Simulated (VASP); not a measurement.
Wanted: the native input for a VASP 6.6.1 run.

```
Task                   : single point
Functional             : PBE
Dispersion             : D3(BJ)
Potentials or basis    : VASP PAW PBE potentials, release 64 (Cl)
Cutoff                 : 520 eV
k mesh                 : 1 × 1 × 1
Occupations            : fermi-dirac, width 0.02 eV
Spin                   : no spin polarisation
Dipole correction      : no
Further INCAR settings : ALGO = Normal; EDIFF = 1e-06; NBANDS = 54
```

The structure of Cl lies in POSCAR:

```
Cl
1.0
    7.6630940000      0.0000000000      0.0000000000
    0.0000000000      7.6630940000      0.0000000000
    0.0000000000      0.0000000000      7.6630940000
Cl
12
Direct
    0.6759280259      0.4085556043      0.2275582160
    0.4393264653      0.3939139987      0.0812726557
    0.6389194756      0.6271618226      0.5960255740
    0.3768451751      0.6385149393      0.5407606901
    0.9426610192      0.3837222928      1.0278093940
    1.1696450546      0.3917608214      0.8807408600
   -0.0060419460      0.8603574483      0.6212764714
   -0.0292440625      0.8362810113      0.3144160831
    0.6263005517     -0.0999204760      0.9266361603
    0.5887700190      0.0903160003      0.7555303380
    0.0066161266      0.8945994921     -0.0259686231
    0.2874295944      0.8825808479     -0.0088867499
```

One way to write it, as run:

INCAR

```
PREC = Accurate ; ENCUT = 520
EDIFF = 1E-6 ; ISMEAR = -1
SIGMA = 0.02 ; LREAL = F
LASPH = T ; NELM = 80
ALGO = Normal ; ISIF = 2
LWAVE = F ; LCHARG = T
GGA = PE ; IVDW = 12
LELF = T ; LVHAR = T
NBANDS = 54
```

KPOINTS

```
regular mesh
0
Gamma
  1 1 1
```

Potentials or basis: VASP PAW PBE potentials, release 64 (Cl).

The run is started by

```bash
$ cat potpaw_PBE.64/Cl/POTCAR > POTCAR
$ mpirun -np 1 vasp_gam > vasp.out
```

It gave:

The pressure is -1.6 GPa, the largest force is 1.168 eV/Å and the dispersion energy per atom is -0.113 eV.

Caveat: the k points lie up to 0.82 Å⁻¹ apart, too coarse for converged energies, forces and pressures; the atoms stand as in a frame of molecular dynamics.

Run time: 47 s on 1 thread of Intel(R) Xeon(R) Platinum 8259CL CPU @ 2.50GHz (Skylake/Cascade Lake), on a shared host, peak memory 0.45 GiB.
